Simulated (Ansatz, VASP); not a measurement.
# Two plane-wave programs on BN

File INCAR:

```
SYSTEM = BN
PREC = Accurate ; ENCUT = 520
EDIFF = 1E-6 ; ISMEAR = 0
SIGMA = 0.05 ; LREAL = .FALSE.
LASPH = .TRUE. ; NELM = 80
ALGO = Normal ; ISIF = 2
LWAVE = .FALSE. ; LCHARG = .FALSE.
GGA = PE ; NBANDS = 16
```

Contents of KPOINTS:

```
Automatic mesh
0
G
  6 6 6
  0 0 0
```

File POSCAR:

```
BN
1.0
    0.0000000000     -1.8123937734     -1.8123937734
   -1.8123937734      0.0000000000     -1.8123937734
    1.8123937734      1.8123937734     -3.6247875468
B N
2 2
Direct
    0.0333555873      0.0029104570      0.0000000000
    0.4666444127      0.4970895430      0.5000000000
    0.4091349513      0.3779784607      0.8750000000
    0.8408650487      0.8720215393      0.3750000000
```

Input for Ansatz:

```yaml
crystal:
  lattice:
    - [0.0, -1.8123937734, -1.8123937734]
    - [-1.8123937734, 0.0, -1.8123937734]
    - [1.8123937734, 1.8123937734, -3.6247875468]
  atoms:
    - { symbol: B, position: [0.0333555873, 0.002910457, 0.0] }
    - { symbol: B, position: [0.4666444127, 0.497089543, 0.5] }
    - { symbol: "N", position: [0.4091349513, 0.3779784607, 0.875] }
    - { symbol: "N", position: [0.8408650487, 0.8720215393, 0.375] }
basis:
  ecutwfc: 520.0
kpoints:
  mp_grid: { grid: [6, 6, 6] }
hamiltonian:
  xc: pbe
scf:
  occupations: { method: gaussian, width: 0.05 }
output:
  forces: true
  stress: true
  eigenvalues: true
```

Change from the starting cell: mode 4 frozen in at -0.034 Å and mode 5 at -0.085 Å (largest displacements).

Alike in both runs: task single point; functional PBE; k mesh 6 × 6 × 6; occupations gaussian, width 0.05 eV; no spin polarisation.

|  | VASP | Ansatz |
| --- | --- | --- |
| version | VASP 6.6.1 | Ansatz 0.2.0 |
| potentials or method | VASP PAW PBE potentials, release 64 (B, N), cutoff 520 eV | scalar-relativistic, plane waves, PAW |
| valence electrons in the cell | 16 | 16 |

VASP gave:

```
gap on the k mesh at the Fermi level (eV)                     : 4.30
least direct gap on the mesh (eV)                             : 6.25
pressure (GPa)                                                : 0.0
traceless stress, the component that is largest in VASP (GPa) : 1.89
rms of the force components (eV/Å)                            : 0.561
```

Problem. Estimate Ansatz's values.

Solution. gap on the k mesh at the Fermi level (eV): 4.31; least direct gap on the mesh (eV): 6.27; pressure (GPa): -0.2; traceless stress, the component that is largest in VASP (GPa): 1.89; rms of the force components (eV/Å): 0.562.

Atom by atom the forces differ by 0.001 eV/Å (rms over components). With one functional, cell and mesh, what is left measures potentials, basis and numerics.

The k mesh is coarse, so the values compare programs but aren't converged.
